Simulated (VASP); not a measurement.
# Re (P6_3/mmc) in VASP: a series of runs

Runs on Re. Level: r2SCAN. Tasks: single point.

Everything below comes from runs of VASP 6.6.1. Logs are shortened: lines on timing, memory, paths and dates and some standing lists are left out, and cuts for length are marked.

### Step 1. The cell of the first run

It takes space group P6_3/mmc (No. 194, hexagonal). Conventional cell: a = 2.760 Å, b = 2.760 Å, c = 4.457 Å, α = 90.00°, β = 90.00°, γ = 120.00°. Within 3.6 Å of Re (site symmetry -6m2) lie 12 Re at 2.74 to 2.76 Å.

### Step 2. Single point, r2SCAN

File POSCAR:

```
Re
1.0
    2.7598270443      0.0000000000      0.0000000000
   -1.3799135221      2.3900803304      0.0000000000
    0.0000000000      0.0000000000      4.4572270891
Re
2
Direct
    0.3333333333      0.6666666667      0.2500000000
    0.6666666667      0.3333333333      0.7500000000
```

File INCAR.step1:

```
PREC = Accurate
ENCUT = 520
ISMEAR = -1
SIGMA = 0.1
LREAL = F
LASPH = T
NELM = 80
NBANDS = 14
GGA = PE
ALGO = Normal
EDIFF = 1E-4
LWAVE = T
LCHARG = F
```

File INCAR.step2:

```
PREC = Accurate
ENCUT = 520
EDIFF = 1E-6
ISMEAR = -1
SIGMA = 0.1
LREAL = F
LASPH = T
NELM = 80
ALGO = Normal
ISIF = 2
LWAVE = F
LCHARG = T
METAGGA = R2SCAN
LMIXTAU = T
LELF = T
LVHAR = T
NBANDS = 14
ISTART = 1
```

File KPOINTS:

```
Automatic mesh
0
Gamma
  13 13 7
```

Potentials or basis: VASP PAW PBE potentials, release 64 (Re).

Started as:

```console
cat potpaw_PBE.64/Re/POTCAR > POTCAR
cp INCAR.step1 INCAR
mpirun -np 1 vasp_std > vasp.out
cp INCAR.step2 INCAR
mpirun -np 1 vasp_std > vasp.out
```

OUTCAR:

```text
PREC = Accurate
   ENCUT = 520
   EDIFF = 1E-6
   ISMEAR = -1
   LREAL = F
   LASPH = T
   NELM = 80
   ISIF = 2
   METAGGA = R2SCAN
   ISTART = 1

 ion  position               nearest neighbor table
   1  0.333  0.667  0.250-   2 2.74   2 2.74   2 2.74   2 2.74   2 2.74   2 2.74
   2  0.667  0.333  0.750-   1 2.74   1 2.74   1 2.74   1 2.74   1 2.74   1 2.74

  LATTYP: Found a hexagonal cell.
 ALAT       =     2.7598270443
 C/A-ratio  =     1.6150385577

  Lattice vectors:

 A1 = (   2.7598270443,   0.0000000000,   0.0000000000)
 A2 = (  -1.3799135221,   2.3900803304,   0.0000000000)
 A3 = (   0.0000000000,   0.0000000000,   4.4572270891)

Analysis of symmetry for initial positions (statically):
=====================================================================
 Subroutine PRICEL returns:
 Original cell was already a primitive cell.

 Routine SETGRP: Setting up the symmetry group for a
 hexagonal supercell.

 Subroutine GETGRP returns: Found 24 space group operations
 (whereof 12 operations were pure point group operations)
 out of a pool of 24 trial point group operations.

The static configuration has the point symmetry D_3d.
 The point group associated with its full space group is D_6h.

Analysis of symmetry for dynamics (positions and initial velocities):
=====================================================================
 Subroutine PRICEL returns:
 Original cell was already a primitive cell.

 Routine SETGRP: Setting up the symmetry group for a
 hexagonal supercell.

 Subroutine GETGRP returns: Found 24 space group operations
 (whereof 12 operations were pure point group operations)
 out of a pool of 24 trial point group operations.

The dynamic configuration has the point symmetry D_3d.
 The point group associated with its full space group is D_6h.

 Subroutine INISYM returns: Found 24 space group operations
 (whereof 12 operations are pure point group operations),
 and found     1 'primitive' translations

----------------------------------------------------------------------------------------

                                     Primitive cell

  volume of cell :      29.4008

  direct lattice vectors                    reciprocal lattice vectors
     2.759827044  0.000000000  0.000000000     0.362341547  0.209197990  0.000000000
    -1.379913522  2.390080330  0.000000000     0.000000000  0.418395979  0.000000000
     0.000000000  0.000000000  4.457227089     0.000000000  0.000000000  0.224354734

  length of vectors
     2.759827044  2.759827044  4.457227089     0.418395979  0.418395979  0.224354734

  position of ions in fractional coordinates (direct lattice)
     0.333333333  0.666666667  0.250000000
     0.666666667  0.333333333  0.750000000

  ion indices of the primitive-cell ions
   primitive index   ion index
                 1           1
                 2           2

----------------------------------------------------------------------------------------

 KPOINTS: Automatic mesh

Automatic generation of k-mesh.
 Grid dimensions read from file:
 generate k-points for:   13   13    7

 Generating k-lattice:

  Cartesian coordinates                     Fractional coordinates (reciprocal lattice)
     0.027872427  0.016092153  0.000000000     0.076923077  0.000000000  0.000000000
     0.000000000  0.032184306  0.000000000     0.000000000  0.076923077  0.000000000
     0.000000000  0.000000000  0.032050676     0.000000000  0.000000000  0.142857143

  Length of vectors
     0.032184306  0.032184306  0.032050676

  Shift w.r.t. Gamma in fractional coordinates (k-lattice)
     0.000000000  0.000000000  0.000000000

 Subroutine IBZKPT returns following result:
 ===========================================

 Found     84 irreducible k-points:

 Following reciprocal coordinates:
            Coordinates               Weight
  0.000000  0.000000  0.000000      1.000000
  0.076923 -0.000000  0.000000      6.000000
  0.153846 -0.000000  0.000000      6.000000
  0.230769 -0.000000  0.000000      6.000000
  0.307692 -0.000000  0.000000      6.000000
  0.384615  0.000000  0.000000      6.000000
[... 16 lines left out ...]
  0.076923 -0.000000  0.142857     12.000000
  0.153846 -0.000000  0.142857     12.000000
 [... further k-points ...]
   k-points           NKPTS =     84   k-points in BZ     NKDIM =     84   number of bands    NBANDS=     14
   number of dos      NEDOS =    301   number of ions     NIONS =      2
   total plane-waves  NPLWV =  20736
   dimension x,y,z NGX =    24 NGY =   24 NGZ =   36
   dimension x,y,z NGXF=    48 NGYF=   48 NGZF=   72
   ions per type =               2
   NGX,Y,Z   is equivalent  to a cutoff of  14.46, 14.46, 13.43 a.u.
   NGXF,Y,Z  is equivalent  to a cutoff of  28.91, 28.91, 26.85 a.u.
 SYSTEM =  unknown system
   PREC   = accura    normal or accurate (medium, high low for compatibility)
   ISTART =      1    job   : 0-new  1-cont  2-samecut
   ICHARG =      0    charge: 1-file 2-atom 10-const
   ISPIN  =      1    spin polarized calculation?
   LNONCOLLINEAR =      F non collinear calculations
   LSORBIT =      F    spin-orbit coupling
   LASPH  =      T    aspherical Exc in radial PAW
   ENCUT  =  520.0 eV  38.22 Ry    6.18 a.u.   5.13  5.13  8.29*2*pi/ulx,y,z
   NELM   =     80;   NELMIN=  2; NELMDL=  0     # of ELM steps
   EDIFF  = 0.1E-05   stopping-criterion for ELM
   LREAL  =      F    real-space projection
   EDIFFG = 0.1E-04   stopping-criterion for IOM
   NSW    =      0    number of steps for IOM
   IBRION =     -1    ionic relax: 0-MD 1-quasi-New 2-CG
   NFREE  =      0    steps in history (QN), initial steepest desc. (CG)
   ISIF   =      2    stress and relaxation
   ISYM   =      2    0-nonsym 1-usesym 2-fastsym
   POTIM  = 0.5000    time-step for ionic-motion
   TEBEG  =    0.0;   TEEND  =   0.0 temperature during run
   PSTRESS=    0.0 pullay stress
   NELECT =      14.0000    total number of electrons
   NUPDOWN=      -1.0000    fix difference up-down
   EMIN   =  10.00;   EMAX   =-10.00  energy-range for DOS
   EFERMI =   0.00;   METHOD = LEGACY
   ISMEAR =    -1;   SIGMA  =   0.10  broadening in eV -4-tet -1-fermi 0-gaus
   EFERMI_NEDOS =   21; number of points for ismear=-14 and -15
   IALGO  =     38    algorithm
   IMIX   =      4    mixing-type and parameters
     AMIX     =   0.40;   BMIX     =  1.00
     AMIX_MAG =   1.60;   BMIX_MAG =  1.00
  volume/ion in A,a.u.               =      14.70        99.20
  Fermi-wavevector in a.u.,A,eV,Ry     =   1.278393  2.415813 22.235856  1.634289
  Thomas-Fermi vector in A             =   2.410938
   LORBIT       =      0    0 simple, 1 ext, 2 COOP (PROOUT), +10 PAW based schemes
   METAGGA = R2SCAN    functional components
   LHFCALC =     F    Hartree Fock is set to
   AEXX    =    0.0000 exact exchange contribution
   IVDW    =     0    specifies the selected vdW correction
   LEPSILON=     F    determine dielectric tensor
   LRPA    =     F    only Hartree local field effects (RPA)
 non-spin polarized calculation
  energy-cutoff  :      520.00
  volume of cell :       29.40
 maximum number of plane-waves:       808
 NGX is ok and might be reduce to    24
   NGX = 11   NGY = 11   NGZ = 17

 number of electron      14.0000000 magnetization

 Free energy of the ion-electron system (eV)
  ---------------------------------------------------
  ext. energy  EPLUGINS =         0.00000000
  ---------------------------------------------------
  free energy    TOTEN  =      -104.92501757 eV

  energy without entropy =     -104.87424506  energy(sigma->0) =     -104.89963132

 E-fermi :   7.6953     XC(G=0): -14.9941

 val. band max:        7.6820640906   @ k =   0.3846   0.1538   0.2857
 cond. band min:       7.7157079227   @ k =   0.1538   0.0769   0.0000
 fundamental gap:      0.0336438321
 Fermi energy:         7.6952759476

 k-point     1 :       0.0000    0.0000    0.0000
  band No.  band energies     occupation
      1      -2.6545      2.00000
      2       0.7596      2.00000
      3       6.0553      2.00000
      4       6.0720      2.00000
      5       6.0720      2.00000
      6       6.9370      1.99898
      7       6.9370      1.99898
      8       7.9183      0.19422
      9       7.9183      0.19422
     10       8.2474      0.00797
     11      11.2236      0.00000
     12      11.2236      0.00000
     13      18.2657      0.00000
     14      22.5194      0.00000

 k-point     2 :       0.0769   -0.0000    0.0000
  band No.  band energies     occupation
      1      -2.4011      2.00000
      2       0.9954      2.00000
      3       5.5086      2.00000
      4       6.3030      2.00000
      5       6.5267      1.99998
      6       6.7676      1.99981
      7       7.1549      1.99104
      8       7.2688      1.97228
      9       7.7271      0.84241
     10       7.8784      0.27620
     11      11.3504      0.00000
     12      12.2558      0.00000
     13      18.2503      0.00000
     14      23.0756      0.00000

 k-point     3 :       0.1538   -0.0000    0.0000
  band No.  band energies     occupation
      1      -1.6834      2.00000
      2       1.6067      2.00000
      3       4.8733      2.00000
      4       5.8237      2.00000
      5       6.2718      2.00000
      6       6.9802      1.99843
      7       7.1775      1.98878
      8       7.2707      1.97174
      9       7.5369      1.65940
     10       7.7896      0.56069
     11      11.6255      0.00000
     12      14.1279      0.00000
     13      18.1192      0.00000
     14      24.4138      0.00000
[... 324 lines left out ...]
 k-point    23 :       0.0769   -0.0000    0.1429
  band No.  band energies     occupation
      1      -2.1528      2.00000
      2       1.0122      2.00000
      3       5.5039      2.00000
      4       6.1595      2.00000
      5       6.1645      2.00000
      6       6.3247      2.00000
      7       6.9853      1.99835
      8       7.2753      1.97044
      9       8.1222      0.02759
     10       8.1594      0.01911
     11      11.3433      0.00000
     12      11.9756      0.00000
     13      19.2863      0.00000
     14      22.5875      0.00000

 k-point    24 :       0.1538   -0.0000    0.1429
  band No.  band energies     occupation
      1      -1.4540      2.00000
      2       1.6466      2.00000
      3       4.9270      2.00000
      4       5.2641      2.00000
      5       6.1179      2.00000
      6       6.6588      1.99994
      7       6.9366      1.99899
      8       7.5047      1.74098
      9       7.9648      0.12656
     10       8.1166      0.02917
     11      11.5605      0.00000
     12      13.4204      0.00000
     13      19.2344      0.00000
     14      23.9733      0.00000

 [... further k-points ...]
[... 5 lines left out ...]
  --------------------------------------------------------------------------------------
  -------------------------------------------------------------------------------------
  Total        0.0166031      0.0166031     -0.0033119      0.0000000      0.0000000      0.0000000
  in kB        0.9047771      0.9047771     -0.1804772      0.0000000      0.0000000      0.0000000
  external PRESSURE =       0.5430257 kB  Pullay stress =       0.0000000 kB

 VOLUME and BASIS-vectors are now :
 -----------------------------------------------------------------------------
  energy-cutoff  :      520.00
  volume of cell :       29.40
      direct lattice vectors                 reciprocal lattice vectors
     2.759827044  0.000000000  0.000000000     0.362341547  0.209197990  0.000000000
    -1.379913522  2.390080330  0.000000000     0.000000000  0.418395979  0.000000000
     0.000000000  0.000000000  4.457227089     0.000000000  0.000000000  0.224354734

 POSITION                                       TOTAL-FORCE (eV/Angst)
 -----------------------------------------------------------------------------------
     -0.00000      1.59339      1.11431        -0.000000      0.000000      0.000000
      1.37991      0.79669      3.34292         0.000000     -0.000000      0.000000
 -----------------------------------------------------------------------------------
    total drift:                                0.000000     -0.000000     -0.000000

  FREE ENERGIE OF THE ION-ELECTRON SYSTEM (eV)
  ---------------------------------------------------
  free  energy   TOTEN  =      -104.9250175733 eV

  energy  without entropy=     -104.8742450591  energy(sigma->0) =     -104.89963132
```

Wall time 2.1 min (1 thread of Intel Xeon Platinum 8259CL at 2.50GHz (Skylake/Cascade Lake), shared host); peak memory 0.18 GiB.

What came out:

| Quantity | Value |
| --- | --- |
| Free energy | -104.9250 eV |
| Pressure | 0.1 GPa |
| Band gap on the k mesh | zero (band 7 reaches 8.87 eV, above the bottom of band 8 at 6.07 eV) |

Stress tensor (GPa, compression positive):
```
 0.09  0.00  0.00
 0.00  0.09  0.00
 0.00  0.00 -0.02
```

Caveat: the PAW data sets were made with another functional, which shifts forces and pressure a little; spin-orbit coupling is left out, which moves the levels of the heavy elements.

### Step 3. Single point, r2SCAN

POSCAR is that of step 2.

File INCAR.step1:

```
SYSTEM = Re
PREC = Accurate
ENCUT = 520
ISMEAR = -1
SIGMA = 0.1
LREAL = .FALSE.
LASPH = .TRUE.
NELM = 80
NBANDS = 14
GGA = PE
ALGO = Normal
EDIFF = 1E-4
LWAVE = .TRUE.
LCHARG = .FALSE.
```

File INCAR.step2:

```
SYSTEM = Re
PREC = Accurate
ENCUT = 520
EDIFF = 1E-7
ISMEAR = -1
SIGMA = 0.1
LREAL = .FALSE.
LASPH = .TRUE.
NELM = 80
ALGO = Normal
ISIF = 2
LWAVE = .FALSE.
LCHARG = .FALSE.
METAGGA = R2SCAN
LMIXTAU = .TRUE.
NBANDS = 14
ISTART = 1
```

File KPOINTS:

```
Automatic mesh
0
G
  13 13 7
  0 0 0
```

Potentials or basis: VASP PAW PBE potentials, release 64 (Re).

Started as:

```console
cat potpaw_PBE.64/Re/POTCAR > POTCAR
cp INCAR.step1 INCAR
mpirun -np 1 vasp_std > vasp.out
cp INCAR.step2 INCAR
mpirun -np 1 vasp_std > vasp.out
```

Wall time 1.8 min (1 thread of Intel Xeon Platinum 8259CL at 2.50GHz (Skylake/Cascade Lake), shared host); peak memory 0.18 GiB.

The run converged. Its results:

| Property | Result |
| --- | --- |
| Free energy | -104.9250 eV |
| Pressure | 0.1 GPa |
| Band gap on the k mesh | zero (band 7 reaches 8.87 eV, above the bottom of band 8 at 6.07 eV) |

Stress tensor (GPa, compression positive):
```
 0.09  0.00  0.00
 0.00  0.09  0.00
 0.00  0.00 -0.02
```

Levels at points of the mesh, in eV from the Fermi level:
| k point | band 3 | band 4 | band 5 | band 6 | band 7 | band 8 | band 9 | band 10 | band 11 | band 12 |
| --- | --- | --- | --- | --- | --- | --- | --- | --- | --- | --- |
| (0.00, 0.00, 0.00) | -1.64 | -1.62 | -1.62 | -0.76 | -0.76 | 0.22 | 0.22 | 0.55 | 3.53 | 3.53 |

Caveat: the PAW data sets were made with another functional, which shifts forces and pressure a little; spin-orbit coupling is left out, which moves the levels of the heavy elements.

### Step 4. Single point, r2SCAN

POSCAR is that of step 3.

File INCAR.step1:

```
PREC = Accurate ; ENCUT = 520
ISMEAR = -1 ; SIGMA = 0.01
LREAL = F ; LASPH = T
NELM = 80 ; NBANDS = 14
GGA = PE ; ALGO = Normal
EDIFF = 1E-4 ; LWAVE = T
LCHARG = F
```

File INCAR.step2:

```
PREC = Accurate ; ENCUT = 520
EDIFF = 1E-6 ; ISMEAR = -1
SIGMA = 0.01 ; LREAL = F
LASPH = T ; NELM = 80
ALGO = Normal ; ISIF = 2
LWAVE = F ; LCHARG = F
METAGGA = R2SCAN ; LMIXTAU = T
NBANDS = 14 ; ISTART = 1
```

File KPOINTS:

```
Automatic mesh
0
Gamma
  13 13 7
```

Started as:

```console
cat potpaw_PBE.64/Re/POTCAR > POTCAR
cp INCAR.step1 INCAR
mpirun -np 1 vasp_std > vasp.out
cp INCAR.step2 INCAR
mpirun -np 1 vasp_std > vasp.out
```

It took 2 min on 1 thread of Intel Xeon Platinum 8259CL at 2.50GHz (Skylake/Cascade Lake), shared host; peak memory 0.18 GiB.

It converged, with:

```
Free energy            : -104.9001 eV
Pressure               : -0.1 GPa
Band gap on the k mesh : zero (band 7 reaches 8.87 eV, above the bottom of band 8 at 6.07 eV)
```

Stress tensor (GPa, compression positive):
```
-0.06  0.00  0.00
 0.00 -0.06  0.00
 0.00  0.00 -0.30
```

Levels at points of the mesh, in eV from the Fermi level:
| k point | band 4 | band 5 | band 6 | band 7 | band 8 | band 9 | band 10 | band 11 |
| --- | --- | --- | --- | --- | --- | --- | --- | --- |
| (0.00, 0.00, 0.00) | -1.58 | -1.58 | -0.72 | -0.72 | 0.26 | 0.26 | 0.60 | 3.57 |

Caveat: the PAW data sets were made with another functional, which shifts forces and pressure a little; spin-orbit coupling is left out, which moves the levels of the heavy elements.

(Part 1 of 2 ends here.)
